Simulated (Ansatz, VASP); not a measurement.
**NiO in VASP and in Ansatz**

File INCAR:

```
SYSTEM = NiO
PREC     = Accurate       ! precision mode
ENCUT    = 520            ! plane-wave cutoff, eV
EDIFF    = 1E-7           ! SCF threshold, eV
ISMEAR   = 0              ! smearing method
SIGMA    = 0.05           ! smearing width, eV
LREAL    = .False.        ! projectors in reciprocal space
LASPH    = .True.         ! aspherical terms in the spheres
NELM     = 150            ! most SCF steps
ALGO     = Normal         ! electronic algorithm
ISIF     = 2              ! what is computed and relaxed
LWAVE    = .False.        ! write WAVECAR
LCHARG   = .False.        ! write CHGCAR
ISPIN    = 2              ! spin polarisation
MAGMOM   = 2 -2 0 0       ! initial moments
LORBIT   = 11             ! projections on sites
LMAXMIX  = 4              ! l up to which the mixer works
LDAU     = .True.         ! DFT+U
LDAUTYPE = 2            
LDAUL    = 2 -1           ! shell
LDAUU    = 6.2 0          ! U, eV
LDAUJ    = 0 0          
LDAUPRINT= 1            
GGA      = PE             ! functional
NBANDS   = 28             ! bands
```

Contents of KPOINTS:

```
Automatic mesh
0
Gamma
  10 10 10
  0 0 0
```

The input POSCAR:

```
NiO
1.0
    0.0000000000      2.1337896542      2.1337896542
    2.1337896542      0.0000000000      2.1337896542
    4.2675793084      2.1337896542     -2.1337896542
Ni O
2 2
Direct
    0.0000000000      0.0000000000      0.0000000000
    0.5000000000      0.0000000000      0.5000000000
    0.7500000000      0.5000000000      0.2500000000
    1.2500000000      0.5000000000      0.7500000000
```

Input for Ansatz:

```yaml
crystal:
  lattice:
    - [0.0, 2.1337896542, 2.1337896542]
    - [2.1337896542, 0.0, 2.1337896542]
    - [4.2675793084, 2.1337896542, -2.1337896542]
  atoms:
    - { symbol: Ni, position: [0.0, 0.0, 0.0], spin: 2.0 }
    - { symbol: O, position: [0.75, 0.5, 0.25] }
    - { symbol: Ni, position: [0.5, 0.0, 0.5], spin: -2.0 }
    - { symbol: O, position: [1.25, 0.5, 0.75] }
basis:
  ecutwfc: 420
  ecutrho_ratio: 4
kpoints:
  mp_grid: { grid: [10, 10, 10] }
hamiltonian:
  xc: pbe
  hubbard: { sites: [{ species: Ni, l: d, u_eff: 6.2 }] }
scf:
  occupations: { method: gaussian, width: 0.05 }
  lower_state_search: "off"
output:
  forces: true
  stress: true
  eigenvalues: true
  populations: true
  hubbard: { sites: [{ species: Ni, l: d }] }
magnetization:
  spin_polarized: true
checkpoint:
  read: start.run
  write: ck
  compress: false
  write_wavefunctions: false
  write_every: 100000
```

Alike in both runs: task single point; functional PBE; k mesh 10 × 10 × 10; occupations gaussian, width 0.05 eV; collinear spin; Hubbard terms Ni d U = 6.2 eV.

```csv
,VASP,Ansatz
version,VASP 6.6.1,Ansatz 0.2.0
potentials or method,"VASP PAW PBE potentials, release 64 (Ni, O), cutoff 520 eV","scalar-relativistic, plane waves, PAW"
valence electrons in the cell,32,48
```

```tsv
	VASP	Ansatz	Ansatz less VASP
gap on the k mesh at the Fermi level (eV)	2.95	2.69	-0.265
least direct gap on the mesh (eV)	3.60	3.44	-0.162
pressure (GPa)	-9.7	-2.1	+7.57
net moment per atom (μB)	0.00	0.00	0.000
size of the moment on the site where the two differ most (μB)	1.76	1.69	-0.072
```

Site moments also hang on the region over which each program counts them. The programs project onto different local orbitals, so the same U acts differently, and such runs can settle in different states. VASP's potentials hold 32 valence electrons a cell and Ansatz's 48, so a difference there can come from the potentials and not from the codes. Ansatz's warnings: stability check not made.
